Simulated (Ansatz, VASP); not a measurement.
## Cu in VASP and in Ansatz

```
Cu
1.0
     2.51433    0.00000    0.00000
    -1.25717    2.17748    0.00000
     0.00000    0.00000    4.63241
Cu
2
Direct
  0.33333 0.66667 0.25000
  0.66667 0.33333 0.75000
```

Alike in both runs: task single point; functional PBEsol; k mesh 24 × 24 × 12; occupations gaussian, width 0.15 eV; no spin polarisation.

```csv
,VASP,Ansatz
version,VASP 6.6.1,Ansatz 0.2.0
potentials or method,"VASP PAW PBE potentials, release 64 (Cu), cutoff 520 eV","scalar-relativistic, plane waves, PAW"
valence electrons in the cell,22,38
```

```tsv
	VASP	Ansatz	Ansatz less VASP
gap on the k mesh at the Fermi level (eV)	none	none	-
pressure (GPa)	-11.5	-12.1	-0.58
traceless stress, the component that is largest in VASP (GPa)	-9.48	-9.39	+0.092
```

VASP's potentials were made for PBE, not for PBEsol. A gap of «none» marks a metal or a gap that the smearing closes. With one functional, cell and mesh, what is left measures potentials, basis and numerics. VASP's potentials hold 22 valence electrons a cell and Ansatz's 38, so a difference there can come from the potentials and not from the codes.
